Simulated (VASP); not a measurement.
Write the native input for VASP 6.6.1 that does the following.

- Task: density of states
- Functional: PBE
- Potentials or basis: VASP PAW PBE potentials, release 64 (Ga_d, Ge_d)
- Cutoff: 520 eV
- k mesh: 2 × 2 × 4
- Occupations: gaussian, width 0.1 eV
- Spin: no spin polarisation
- Dipole correction: no
- k mesh for the DOS: 3 × 3 × 6
- Occupations for the DOS: gaussian
- Further INCAR settings: ALGO = Normal; EDIFF = 1e-06; NBANDS = 20; ISYM = 0

Crystal: GaGe.

```
Ga Ge
1.0
     0.00000    2.89784    2.89784
     2.89784    0.00000    2.89784
     2.89784    2.89784    0.00000
Ga Ge
1 1
Direct
  0.75000 0.75000 0.75000
  0.00000 0.00000 0.00000
```

One way to write it, as run:

POSCAR

```
GaGe
1.0
    0.0000000000      2.8978440000      2.8978440000
    2.8978440000      0.0000000000      2.8978440000
    2.8978440000      2.8978440000      0.0000000000
Ga Ge
1 1
Direct
    0.7500000000      0.7500000000      0.7500000000
    0.0000000000      0.0000000000      0.0000000000
```

INCAR.step1

```
ALGO = Normal
EDIFF = 1E-6
ENCUT = 520
GGA = PE
ISIF = 2
ISMEAR = 0
ISYM = 0
LASPH = T
LCHARG = T
LREAL = F
LWAVE = F
NBANDS = 20
NELM = 80
PREC = Accurate
SIGMA = 0.1
```

KPOINTS.step1

```
k-points
0
Gamma
  2 2 4
```

INCAR.step2

```
ALGO = Normal
EDIFF = 1E-6
ENCUT = 520
GGA = PE
ICHARG = 11
ISIF = 2
ISMEAR = 0
ISYM = 0
LASPH = T
LCHARG = F
LORBIT = 11
LREAL = F
LWAVE = F
NBANDS = 20
NEDOS = 1001
NELM = 80
PREC = Accurate
SIGMA = 0.1
```

KPOINTS.step2

```
k-points
0
Gamma
  3 3 6
```

Potentials or basis: VASP PAW PBE potentials, release 64 (Ga_d, Ge_d).

The run is started by

```bash
$ cat potpaw_PBE.64/Ga_d/POTCAR potpaw_PBE.64/Ge_d/POTCAR > POTCAR
$ cp INCAR.step1 INCAR
$ cp KPOINTS.step1 KPOINTS
$ mpirun -np 1 vasp_std > vasp.out
$ cp INCAR.step2 INCAR
$ cp KPOINTS.step2 KPOINTS
$ mpirun -np 1 vasp_std > vasp.out
```

Results of the run:

The valence electrons inside the program's atomic spheres are Ga 11.65; Ge 12.30.

Caveat: the k points lie up to 0.94 Å⁻¹ apart.

Run time: 57 s on 1 thread of Intel Xeon 8259CL, on a shared host, peak memory 0.17 GiB.
